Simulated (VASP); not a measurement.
A run of VASP 6.6.1 is set up as follows.

The input INCAR:

```
  PREC = Accurate
  ENCUT = 520
  EDIFF = 1E-6
  ISMEAR = 0
  SIGMA = 0.05
  LREAL = F
  LASPH = T
  NELM = 100
  ALGO = Normal
  ISIF = 2
  LWAVE = F
  LCHARG = F
  GGA = PE
  NBANDS = 16
```

KPOINTS

```
regular mesh
0
Gamma
  9 9 6
```

The input POSCAR:

```
AlN
1.0
    3.2081362066      0.0000000000      0.0000000000
   -1.6040681033      2.7783274538      0.0000000000
    0.0000000000      0.0000000000      5.1423802048
Al N
2 2
Direct
    0.3333333333      0.6666666667      0.0017290859
    0.6666666667      0.3333333333      0.5017290859
    0.3333333333      0.6666666667      0.3832709141
    0.6666666667      0.3333333333      0.8832709141
```

Potentials or basis: VASP PAW PBE potentials, release 64 (Al, N).

Launch:

```sh
$ cat potpaw_PBE.64/Al/POTCAR potpaw_PBE.64/N/POTCAR > POTCAR
$ mpirun -np 1 vasp_std > vasp.out
```

**Question.** Estimate the largest force.

**Answer.** 0.024 eV/Å.

**Question.** What does it give for the band gap on the k mesh?

**Answer.** 3.42 eV.

Forces in eV/Å, atoms in the order of the input:
```
Al   0.000  0.000  0.024
Al   0.000  0.000  0.024
N    0.000  0.000 -0.024
N    0.000  0.000 -0.024
```

Caveat: the cell differs from its parent crystal (atoms displaced along a vibrational mode, the cell strained); the cell stands under tension.
